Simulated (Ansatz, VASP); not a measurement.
**CdTe in VASP and in Ansatz**

```
Cd Te
1.0
     0.00000    3.33349    3.33349
     3.33349    0.00000    3.33349
     3.33349    3.33349    0.00000
Cd Te
1 1
Cartesian
  0.0000 0.0000 0.0000
  5.0002 5.0002 5.0002
```

Change from the starting cell: species swapped into the GaSb type (F-43m, No. 216).

Alike in both runs: functional PBE; k mesh 5 × 5 × 5; occupations gaussian, width 0.2 eV; no spin polarisation.

Ansatz relaxed the structure, and its values are those at the end. VASP's run is a single point on that final structure, the one shown.

```csv
,VASP,Ansatz
version,VASP 6.6.1,Ansatz 0.2.0
potentials or method,"VASP PAW PBE potentials, release 64 (Cd, Te), cutoff 500 eV","scalar-relativistic, plane waves, PAW"
valence electrons in the cell,18,36
```

```csv
,VASP,Ansatz,Ansatz less VASP
gap on the k mesh at the Fermi level (eV),0.51,0.52,+0.003
least direct gap on the mesh (eV),0.51,0.52,+0.003
pressure (GPa),-0.6,-0.7,-0.11
```

VASP's potentials hold 18 valence electrons a cell and Ansatz's 36, so a difference there can come from the potentials and not from the codes.

Neither program's run includes spin-orbit coupling.
